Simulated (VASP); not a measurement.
# InSe (C2/m) in VASP: a series of runs

Runs on InSe. Level: PBEsol. Tasks: single point.

Everything below comes from runs of VASP 6.6.1. Logs are shortened: lines on timing, memory, paths and dates and some standing lists are left out, and cuts for length are marked.

## 1. The cell of the first run

It takes space group C2/m (No. 12, monoclinic). The conventional cell has a = 11.397 Å, b = 4.234 Å, c = 4.547 Å, α = 90.00°, β = 110.08°, γ = 90.00°. In (site symmetry m) has 3 Se at 2.62 to 2.73 Å and 1 In at 2.71 Å within 3.5 Å. Within 3.5 Å of Se (site symmetry m) lie 3 In at 2.62 to 2.73 Å and 1 Se at 3.31 Å.

## 2. Single point, PBEsol (strain -0.0300 x Voigt [1, -1, 0, 0, 0, 0])

INCAR reads:

```
  PREC = Accurate
  ENCUT = 520
  EDIFF = 1E-6
  ISMEAR = 0
  SIGMA = 0.05
  LREAL = False
  LASPH = True
  NELM = 80
  ALGO = Normal
  ISIF = 2
  LWAVE = False
  LCHARG = True
  GGA = PS
  LELF = True
  LVHAR = True
  NBANDS = 27
```

KPOINTS reads:

```
regular mesh
0
Gamma
  8 8 6
```

POSCAR reads:

```
InSe
1.0
    5.6986786490     -2.1169324797     -0.0052948673
    5.6986786490      2.1169324797     -0.0052948673
   -1.5569651412      0.0000000000      4.2720903652
In Se
2 2
Direct
    0.8858026589      0.8858026589      0.0290539339
    0.1141973411      0.1141973411      0.9709460661
    0.6547212217      0.6547212217      0.6374867706
    0.3452787783      0.3452787783      0.3625132294
```

Potentials or basis: VASP PAW PBE potentials, release 64 (In_d, Se).

Command:

```bash
cat potpaw_PBE.64/In_d/POTCAR potpaw_PBE.64/Se/POTCAR > POTCAR
mpirun -np 1 vasp_std > vasp.out
```

OUTCAR:

```text
PREC = Accurate
   ENCUT = 520
   EDIFF = 1E-6
   ISMEAR = 0
   LREAL = False
   LASPH = True
   NELM = 80
   ISIF = 2
   GGA = PS

 ion  position               nearest neighbor table
   1  0.886  0.886  0.029-   3 2.62   2 2.71   4 2.73   4 2.73   2 3.68   2 3.68
   2  0.114  0.114  0.971-   4 2.62   1 2.71   3 2.73   3 2.73   1 3.68   1 3.68
   3  0.655  0.655  0.637-   1 2.62   2 2.73   2 2.73
   4  0.345  0.345  0.363-   2 2.62   1 2.73   1 2.73

  LATTYP: Found a base centered monoclinic cell.
 ALAT       =    11.3973622177
 B/A-ratio  =     0.3714776172
 C/A-ratio  =     0.3989489457
 COS(beta)  =    -0.3432913196

  Lattice vectors:

 A1 = (   5.6986786490,  -2.1169324797,  -0.0052948673)
 A2 = (   5.6986786490,   2.1169324797,  -0.0052948673)
 A3 = (  -1.5569651412,   0.0000000000,   4.2720903652)

Analysis of symmetry for initial positions (statically):
=====================================================================
 Subroutine PRICEL returns:
 Original cell was already a primitive cell.

 Routine SETGRP: Setting up the symmetry group for a
 base centered monoclinic supercell.

 Subroutine GETGRP returns: Found  4 space group operations
 (whereof  4 operations were pure point group operations)
 out of a pool of  4 trial point group operations.

The static configuration has the point symmetry C_2h.

Analysis of symmetry for dynamics (positions and initial velocities):
=====================================================================
 Subroutine PRICEL returns:
 Original cell was already a primitive cell.

 Routine SETGRP: Setting up the symmetry group for a
 base centered monoclinic supercell.

 Subroutine GETGRP returns: Found  4 space group operations
 (whereof  4 operations were pure point group operations)
 out of a pool of  4 trial point group operations.

The dynamic configuration has the point symmetry C_2h.

 Subroutine INISYM returns: Found  4 space group operations
 (whereof  4 operations are pure point group operations),
 and found     1 'primitive' translations

----------------------------------------------------------------------------------------

                                     Primitive cell

  volume of cell :     103.0397

  direct lattice vectors                    reciprocal lattice vectors
     5.698678649 -2.116932480 -0.005294867     0.087769359 -0.236190811  0.031987580
     5.698678649  2.116932480 -0.005294867     0.087769359  0.236190811  0.031987580
    -1.556965141  0.000000000  4.272090365     0.000217564  0.000000000  0.234156737

  length of vectors
     6.079175068  6.079175068  4.546965641     0.253993632  0.253993632  0.234156838

  position of ions in fractional coordinates (direct lattice)
     0.885802659  0.885802659  0.029053934
     0.114197341  0.114197341  0.970946066
     0.654721222  0.654721222  0.637486771
     0.345278778  0.345278778  0.362513229

  ion indices of the primitive-cell ions
   primitive index   ion index
                 1           1
                 2           2
                 3           3
                 4           4

----------------------------------------------------------------------------------------

 KPOINTS: regular mesh

Automatic generation of k-mesh.
 Grid dimensions read from file:
 generate k-points for:    8    8    6

 Generating k-lattice:

  Cartesian coordinates                     Fractional coordinates (reciprocal lattice)
     0.010971170 -0.029523851  0.003998447     0.125000000  0.000000000  0.000000000
     0.010971170  0.029523851  0.003998447     0.000000000  0.125000000  0.000000000
     0.000036261  0.000000000  0.039026123     0.000000000  0.000000000  0.166666667

  Length of vectors
     0.031749204  0.031749204  0.039026140

  Shift w.r.t. Gamma in fractional coordinates (k-lattice)
     0.000000000  0.000000000  0.000000000

 Subroutine IBZKPT returns following result:
 ===========================================

 Found    114 irreducible k-points:

 Following reciprocal coordinates:
            Coordinates               Weight
  0.000000  0.000000  0.000000      1.000000
  0.125000  0.000000 -0.000000      4.000000
  0.250000  0.000000 -0.000000      4.000000
  0.375000  0.000000 -0.000000      4.000000
  0.500000  0.000000 -0.000000      2.000000
  0.125000  0.125000 -0.000000      2.000000
[... 16 lines left out ...]
  0.125000  0.000000  0.166667      4.000000
  0.250000  0.000000  0.166667      4.000000
 [... further k-points ...]
   k-points           NKPTS =    114   k-points in BZ     NKDIM =    114   number of bands    NBANDS=     27
   number of dos      NEDOS =    301   number of ions     NIONS =      4
   total plane-waves  NPLWV =  82944
   dimension x,y,z NGX =    48 NGY =   48 NGZ =   36
   dimension x,y,z NGXF=    96 NGYF=   96 NGZF=   72
   ions per type =               2   2
   NGX,Y,Z   is equivalent  to a cutoff of  13.13, 13.13, 13.16 a.u.
   NGXF,Y,Z  is equivalent  to a cutoff of  26.25, 26.25, 26.32 a.u.
 SYSTEM =  unknown system
   PREC   = accura    normal or accurate (medium, high low for compatibility)
   ISTART =      0    job   : 0-new  1-cont  2-samecut
   ICHARG =      2    charge: 1-file 2-atom 10-const
   ISPIN  =      1    spin polarized calculation?
   LNONCOLLINEAR =      F non collinear calculations
   LSORBIT =      F    spin-orbit coupling
   LASPH  =      T    aspherical Exc in radial PAW
   ENCUT  =  520.0 eV  38.22 Ry    6.18 a.u.  11.30 11.30  8.45*2*pi/ulx,y,z
   NELM   =     80;   NELMIN=  2; NELMDL= -5     # of ELM steps
   EDIFF  = 0.1E-05   stopping-criterion for ELM
   LREAL  =      F    real-space projection
   EDIFFG = 0.1E-04   stopping-criterion for IOM
   NSW    =      0    number of steps for IOM
   IBRION =     -1    ionic relax: 0-MD 1-quasi-New 2-CG
   NFREE  =      0    steps in history (QN), initial steepest desc. (CG)
   ISIF   =      2    stress and relaxation
   ISYM   =      2    0-nonsym 1-usesym 2-fastsym
   POTIM  = 0.5000    time-step for ionic-motion
   TEBEG  =    0.0;   TEEND  =   0.0 temperature during run
   PSTRESS=    0.0 pullay stress
   NELECT =      38.0000    total number of electrons
   NUPDOWN=      -1.0000    fix difference up-down
   EMIN   =  10.00;   EMAX   =-10.00  energy-range for DOS
   EFERMI =   0.00;   METHOD = LEGACY
   ISMEAR =     0;   SIGMA  =   0.05  broadening in eV -4-tet -1-fermi 0-gaus
   EFERMI_NEDOS =   21; number of points for ismear=-14 and -15
   IALGO  =     38    algorithm
   IMIX   =      4    mixing-type and parameters
     AMIX     =   0.40;   BMIX     =  1.00
     AMIX_MAG =   1.60;   BMIX_MAG =  1.00
  volume/ion in A,a.u.               =      25.76       173.84
  Fermi-wavevector in a.u.,A,eV,Ry     =   1.173999  2.218537 18.752563  1.378274
  Thomas-Fermi vector in A             =   2.310403
   LORBIT       =      0    0 simple, 1 ext, 2 COOP (PROOUT), +10 PAW based schemes
   GGA     = PS    functional components
   LHFCALC =     F    Hartree Fock is set to
   AEXX    =    0.0000 exact exchange contribution
   IVDW    =     0    specifies the selected vdW correction
   LEPSILON=     F    determine dielectric tensor
   LRPA    =     F    only Hartree local field effects (RPA)
 non-spin polarized calculation
 Gauss-broadening in eV      SIGMA  =   0.05
  energy-cutoff  :      520.00
  volume of cell :      103.04
 maximum number of plane-waves:      2798
 NGX is ok and might be reduce to    48
   NGX = 23   NGY = 23   NGZ = 17

 number of electron      38.0000008 magnetization

 Free energy of the ion-electron system (eV)
  ---------------------------------------------------
  ext. energy  EPLUGINS =         0.00000000
  ---------------------------------------------------
  free energy    TOTEN  =       -15.49861687 eV

  energy without entropy =      -15.49861687  energy(sigma->0) =      -15.49861687

 E-fermi :   5.1270     XC(G=0):  -9.8191

 val. band max:        4.8607567072   @ k =  -0.2500  -0.2500   0.3333
 cond. band min:       5.4382013778   @ k =  -0.0000  -0.0000   0.5000
 fundamental gap:      0.5774446706
 Fermi energy:         5.1270335663

 k-point     1 :       0.0000    0.0000    0.0000
  band No.  band energies     occupation
      1      -9.7283      2.00000
      2      -9.6792      2.00000
      3      -9.3883      2.00000
      4      -9.3436      2.00000
      5      -9.3108      2.00000
      6      -9.3017      2.00000
[... 19 lines left out ...]
     26      11.5769      0.00000
     27      13.4993      0.00000

 k-point     2 :       0.1250    0.0000   -0.0000
  band No.  band energies     occupation
      1      -9.7258      2.00000
      2      -9.6737      2.00000
      3      -9.4356      2.00000
      4      -9.3395      2.00000
      5      -9.3231      2.00000
      6      -9.2928      2.00000
[... 19 lines left out ...]
     26      11.7319      0.00000
     27      13.5744      0.00000

 k-point     3 :       0.2500    0.0000   -0.0000
  band No.  band energies     occupation
      1      -9.7193      2.00000
      2      -9.6667      2.00000
      3      -9.4975      2.00000
      4      -9.3661      2.00000
      5      -9.3214      2.00000
      6      -9.3013      2.00000
[... 19 lines left out ...]
     26      11.6917      0.00000
     27      12.9607      0.00000

 k-point     4 :       0.3750    0.0000   -0.0000
  band No.  band energies     occupation
      1      -9.7104      2.00000
      2      -9.6779      2.00000
      3      -9.5080      2.00000
      4      -9.4117      2.00000
      5      -9.3151      2.00000
      6      -9.3114      2.00000
[... 19 lines left out ...]
     26      12.5207      0.00000
     27      12.8552      0.00000

 k-point     5 :       0.5000    0.0000   -0.0000
  band No.  band energies     occupation
      1      -9.7017      2.00000
      2      -9.6925      2.00000
      3      -9.4917      2.00000
      4      -9.4417      2.00000
      5      -9.3208      2.00000
      6      -9.3078      2.00000
[... 19 lines left out ...]
     26      12.3541      0.00000
     27      13.8069      0.00000

 k-point     6 :       0.1250    0.1250   -0.0000
  band No.  band energies     occupation
      1      -9.7397      2.00000
      2      -9.6597      2.00000
      3      -9.4062      2.00000
      4      -9.3482      2.00000
      5      -9.3107      2.00000
      6      -9.3074      2.00000
[... 444 lines left out ...]
      1      -9.7762      2.00000
      2      -9.4828      2.00000
      3      -9.4807      2.00000
      4      -9.4727      2.00000
      5      -9.3251      2.00000
      6      -9.2865      2.00000
[... 19 lines left out ...]
     26      11.6407      0.00000
     27      12.4582      0.00000

 k-point    22 :       0.0000    0.0000    0.1667
  band No.  band energies     occupation
      1      -9.7329      2.00000
      2      -9.6789      2.00000
      3      -9.3902      2.00000
      4      -9.3393      2.00000
      5      -9.3120      2.00000
      6      -9.3067      2.00000
[... 19 lines left out ...]
     26      11.7279      0.00000
     27      12.9071      0.00000

 k-point    23 :       0.1250    0.0000    0.1667
  band No.  band energies     occupation
      1      -9.7336      2.00000
      2      -9.6739      2.00000
      3      -9.4331      2.00000
      4      -9.3345      2.00000
      5      -9.3252      2.00000
      6      -9.2916      2.00000
[... 19 lines left out ...]
     26      11.2721      0.00000
     27      13.2550      0.00000

 k-point    24 :       0.2500    0.0000    0.1667
  band No.  band energies     occupation
      1      -9.7299      2.00000
      2      -9.6721      2.00000
      3      -9.4908      2.00000
      4      -9.3654      2.00000
      5      -9.3175      2.00000
      6      -9.3053      2.00000
[... 19 lines left out ...]
     26      11.5544      0.00000
     27      12.8203      0.00000

 [... further k-points ...]
[... 5 lines left out ...]
  --------------------------------------------------------------------------------------
  -------------------------------------------------------------------------------------
  Total        2.3804720     -1.2661671      0.0066598      0.0000000      0.0000000      0.6177916
  in kB       37.0142661    -19.6877955      0.1035548      0.0000000      0.0000000      9.6061220
  external PRESSURE =       5.8100084 kB  Pullay stress =       0.0000000 kB

 VOLUME and BASIS-vectors are now :
 -----------------------------------------------------------------------------
  energy-cutoff  :      520.00
  volume of cell :      103.04
      direct lattice vectors                 reciprocal lattice vectors
     5.698678649 -2.116932480 -0.005294867     0.087769359 -0.236190811  0.031987580
     5.698678649  2.116932480 -0.005294867     0.087769359  0.236190811  0.031987580
    -1.556965141  0.000000000  4.272090365     0.000217564  0.000000000  0.234156737

 POSITION                                       TOTAL-FORCE (eV/Angst)
 -----------------------------------------------------------------------------------
     10.05057      0.00000      0.11474        -0.321642      0.000000      0.195933
     -0.21018      0.00000      4.14676         0.321642      0.000000     -0.195933
      6.46955      0.00000      2.71647        -0.152729      0.000000      0.035204
      3.37085      0.00000      1.54503         0.152729      0.000000     -0.035204
 -----------------------------------------------------------------------------------
    total drift:                               -0.000000     -0.000000      0.000000

  FREE ENERGIE OF THE ION-ELECTRON SYSTEM (eV)
  ---------------------------------------------------
  free  energy   TOTEN  =       -15.4986168694 eV

  energy  without entropy=      -15.4986168694  energy(sigma->0) =      -15.49861687
```

Wall time 6.6 min (1 thread of Intel Xeon 6975P-C, shared host); peak memory 0.46 GiB.

What came out:

```yaml
Free_energy: -15.4986 eV
Pressure: 0.6 GPa
Largest_force: 0.377 eV/Å
Band_gap_on_the_k_mesh: 0.58 eV, indirect (least direct gap 0.88 eV)
```

Forces on the atoms (eV/Å):
```
In  -0.322  0.000  0.196
In   0.322  0.000 -0.196
Se  -0.153  0.000  0.035
Se   0.153  0.000 -0.035
```

Stress tensor (GPa, compression positive):
```
 3.70  0.00  0.96
 0.00 -1.97  0.00
 0.96  0.00  0.01
```

Caveat: the cell differs from its parent crystal (strain -0.0300 x Voigt [1, -1, 0, 0, 0, 0]); the PAW data sets were made with another functional, which shifts forces and pressure a little; spin-orbit coupling is left out, which moves the levels of the heavy elements.

## 3. Single point, PBEsol (strain -0.0450 x Voigt [1, -1, 0, 0, 0, 0])

INCAR reads:

```
SYSTEM = InSe
PREC = Accurate
ENCUT = 520
EDIFF = 1E-7
ISMEAR = 0
SIGMA = 0.05
LREAL = .False.
LASPH = .True.
NELM = 80
ALGO = Normal
ISIF = 2
LWAVE = .False.
LCHARG = .False.
GGA = PS
NBANDS = 27
```

KPOINTS reads:

```
Automatic mesh
0
Gamma
  8 8 6
  0 0 0
```

POSCAR reads:

```
InSe
1.0
    5.6105547524     -2.1477615934     -0.0052948673
    5.6105547524      2.1477615934     -0.0052948673
   -1.5328883607      0.0000000000      4.2720903652
In Se
2 2
Direct
    0.8858026589      0.8858026589      0.0290539339
    0.1141973411      0.1141973411      0.9709460661
    0.6547212217      0.6547212217      0.6374867706
    0.3452787783      0.3452787783      0.3625132294
```

Potentials or basis: VASP PAW PBE potentials, release 64 (In_d, Se).

Command:

```bash
cat potpaw_PBE.64/In_d/POTCAR potpaw_PBE.64/Se/POTCAR > POTCAR
mpirun -np 1 vasp_std > vasp.out
```

It took 6.7 min on 1 thread of Intel Xeon 6975P-C, shared host; peak memory 0.46 GiB.

Results (log left out):

* Free energy: -15.4283 eV
* Pressure: 1.0 GPa
* Largest force: 0.607 eV/Å
* Band gap on the k mesh: 0.49 eV, indirect (least direct gap 0.81 eV)

Forces in eV/Å, atoms in the order of the input:
```
In  -0.525  0.000  0.306
In   0.525  0.000 -0.306
Se  -0.231  0.000  0.046
Se   0.231  0.000 -0.046
```

Stress tensor (GPa, compression positive):
```
 5.82  0.00  1.53
 0.00 -2.93  0.00
 1.53  0.00  0.08
```

Levels at points of the mesh, in eV from the valence-band top:
| k point | band 15 | band 16 | band 17 | band 18 | band 19 | band 20 | band 21 | band 22 | band 23 | band 24 |
| --- | --- | --- | --- | --- | --- | --- | --- | --- | --- | --- |
| (0.00, 0.00, 0.00) | -3.52 | -2.51 | -2.37 | -1.64 | -1.58 | 2.84 | 3.59 | 3.76 | 4.60 | 5.16 |
| (0.50, 0.00, 0.00) | -2.36 | -2.00 | -1.54 | -1.25 | -1.12 | 1.76 | 2.78 | 3.32 | 3.72 | 4.57 |
| (0.50, 0.50, 0.00) | -3.11 | -2.26 | -1.17 | -0.79 | -0.20 | 1.64 | 2.41 | 3.45 | 4.48 | 5.49 |
| (0.00, 0.00, 0.50) | -2.00 | -1.81 | -1.62 | -1.33 | -0.32 | 0.49 | 2.31 | 3.01 | 3.13 | 5.25 |
| (0.50, 0.00, 0.50) | -3.87 | -3.13 | -2.62 | -2.51 | -1.42 | 2.78 | 3.30 | 4.28 | 4.85 | 6.88 |
| (0.50, 0.50, 0.50) | -2.38 | -1.74 | -1.73 | -0.96 | -0.54 | 1.79 | 2.95 | 3.47 | 3.61 | 4.85 |

Caveat: the cell differs from its parent crystal (strain -0.0450 x Voigt [1, -1, 0, 0, 0, 0]); the PAW data sets were made with another functional, which shifts forces and pressure a little; spin-orbit coupling is left out, which moves the levels of the heavy elements. A k mesh can miss the band edges.

## 4. Single point, PBEsol (strain +0.0150 x Voigt [1, -1, 0, 0, 0, 0])

INCAR reads:

```
SYSTEM = InSe
  PREC = Accurate
  ENCUT = 520
  EDIFF = 1E-6
  ISMEAR = 0
  SIGMA = 0.05
  LREAL = .False.
  LASPH = .True.
  NELM = 100
  ALGO = Normal
  ISIF = 2
  LWAVE = .False.
  LCHARG = .False.
  GGA = PS
  NBANDS = 27
```

KPOINTS reads:

```
regular mesh
0
Gamma
  8 8 6
  0 0 0
```

POSCAR reads:

```
InSe
1.0
    5.9630503389     -2.0244451383     -0.0052948673
    5.9630503389      2.0244451383     -0.0052948673
   -1.6291954828      0.0000000000      4.2720903652
In Se
2 2
Direct
    0.8858026589      0.8858026589      0.0290539339
    0.1141973411      0.1141973411      0.9709460661
    0.6547212217      0.6547212217      0.6374867706
    0.3452787783      0.3452787783      0.3625132294
```

Command:

```bash
cat potpaw_PBE.64/In_d/POTCAR potpaw_PBE.64/Se/POTCAR > POTCAR
mpirun -np 1 vasp_std > vasp.out
```

Run time: 6.2 min. Hardware: 1 thread of Intel Xeon 6975P-C, shared host; peak memory 0.47 GiB.

It converged, with:

| Item | Value |
| --- | --- |
| Free energy | -15.5394 eV |
| Pressure | 0.0 GPa |
| Largest force | 0.190 eV/Å |
| Band gap on the k mesh | 0.54 eV, indirect (least direct gap 1.10 eV) |

Forces on the atoms (eV/Å):
```
In   0.163  0.000 -0.098
In  -0.163  0.000  0.098
Se   0.075  0.000 -0.057
Se  -0.075  0.000  0.057
```

Stress tensor (GPa, compression positive):
```
-1.42  0.00 -0.38
 0.00  1.25  0.00
-0.38  0.00  0.25
```

Levels at points of the mesh, in eV from the valence-band top:
| k point | band 16 | band 17 | band 18 | band 19 | band 20 | band 21 | band 22 | band 23 |
| --- | --- | --- | --- | --- | --- | --- | --- | --- |
| (0.00, 0.00, 0.00) | -2.79 | -2.36 | -1.98 | -1.53 | 2.40 | 3.35 | 3.87 | 5.06 |
| (0.50, 0.00, 0.00) | -2.21 | -1.78 | -1.63 | -1.21 | 1.44 | 2.28 | 3.13 | 3.22 |
| (0.50, 0.50, 0.00) | -2.70 | -1.36 | -0.96 | -0.48 | 0.78 | 2.37 | 2.69 | 4.32 |
| (0.00, 0.00, 0.50) | -1.87 | -1.84 | -1.27 | -0.27 | 0.89 | 2.31 | 3.40 | 3.48 |
| (0.50, 0.00, 0.50) | -3.58 | -2.80 | -2.53 | -2.07 | 1.82 | 2.92 | 4.17 | 4.24 |
| (0.50, 0.50, 0.50) | -1.63 | -1.58 | -1.38 | -0.37 | 2.02 | 2.92 | 2.93 | 3.98 |

Caveat: the cell differs from its parent crystal (strain +0.0150 x Voigt [1, -1, 0, 0, 0, 0]); the PAW data sets were made with another functional, which shifts forces and pressure a little; spin-orbit coupling is left out, which moves the levels of the heavy elements.

## 5. Summary

```csv
cell,gap on the mesh (eV),pressure (GPa),largest force (eV/Å)
"a = 6.079, b = 6.079, c = 4.547 Å, angles 108.8, 108.8, 40.8°, 4 atoms",0.58,0.6,0.38
"a = 6.008, b = 6.008, c = 4.539 Å, angles 108.4, 108.4, 41.9°, 4 atoms",0.49,1.0,0.61
"a = 6.297, b = 6.297, c = 4.572 Å, angles 109.8, 109.8, 37.5°, 4 atoms",0.54,0.0,0.19
```

Alike in all rows: task single point; level PBEsol; potentials or basis VASP PAW PBE potentials, release 64 (In_d, Se); no spin polarisation; k mesh 8 × 8 × 6; cutoff (eV) 520; smearing gaussian 0.05 eV.

Caveats: the PAW data sets were made with another functional, which shifts forces and pressure a little; spin-orbit coupling is left out, which moves the levels of the heavy elements.

Total energies depend on the potentials used, so only differences within one code and one set of settings carry meaning.
